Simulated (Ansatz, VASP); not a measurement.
HCl: VASP beside Ansatz

File INCAR:

```
SYSTEM = HCl
ALGO = Normal
EDIFF = 1E-6
ENCUT = 500
GGA = PS
GGA_COMPAT = .FALSE.
ISIF = 2
ISMEAR = 0
LASPH = .TRUE.
LCHARG = .TRUE.
LELF = .TRUE.
LREAL = .FALSE.
LVHAR = .TRUE.
LWAVE = .FALSE.
NBANDS = 11
NELM = 120
PREC = Accurate
SIGMA = 0.05
```

KPOINTS

```
k-points
0
G
  10 10 10
  0 0 0
```

Contents of POSCAR:

```
HCl
1.0
    0.0000000000      2.3756511469      2.3756511469
    2.3756511469      0.0000000000      2.3756511469
    2.3756511469      2.3756511469      0.0000000000
H Cl
1 1
Direct
    0.0000000000      0.0000000000      0.0000000000
    0.5000000000      0.5000000000      0.5000000000
```

Input for Ansatz:

```yaml
crystal:
  lattice:
    - [0.0, 2.3756511469, 2.3756511469]
    - [2.3756511469, 0.0, 2.3756511469]
    - [2.3756511469, 2.3756511469, 0.0]
  atoms:
    - { symbol: H, position: [0.0, 0.0, 0.0] }
    - { symbol: Cl, position: [0.5, 0.5, 0.5] }
basis:
  ecutwfc: 420
  ecutrho_ratio: 4
kpoints:
  mp_grid: { grid: [10, 10, 10] }
hamiltonian:
  xc: pbesol
scf:
  occupations: { method: gaussian, width: 0.05 }
output:
  forces: true
  stress: true
  eigenvalues: true
```

Alike in both runs: task single point; functional PBEsol; k mesh 10 × 10 × 10; occupations gaussian, width 0.05 eV; no spin polarisation.

|  | VASP | Ansatz |
| --- | --- | --- |
| version | VASP 6.6.1 | Ansatz 0.2.0 |
| potentials or method | VASP PAW PBE potentials, release 64 (H, Cl), cutoff 500 eV | scalar-relativistic, plane waves, PAW |
| valence electrons in the cell | 8 | 8 |

|  | VASP | Ansatz | Ansatz less VASP |
| --- | --- | --- | --- |
| gap on the k mesh at the Fermi level (eV) | none | none | - |
| pressure (GPa) | -8.7 | -8.6 | +0.11 |

VASP's potentials were made for PBE, not for PBEsol. A gap of «none» marks a metal or a gap that the smearing closes.
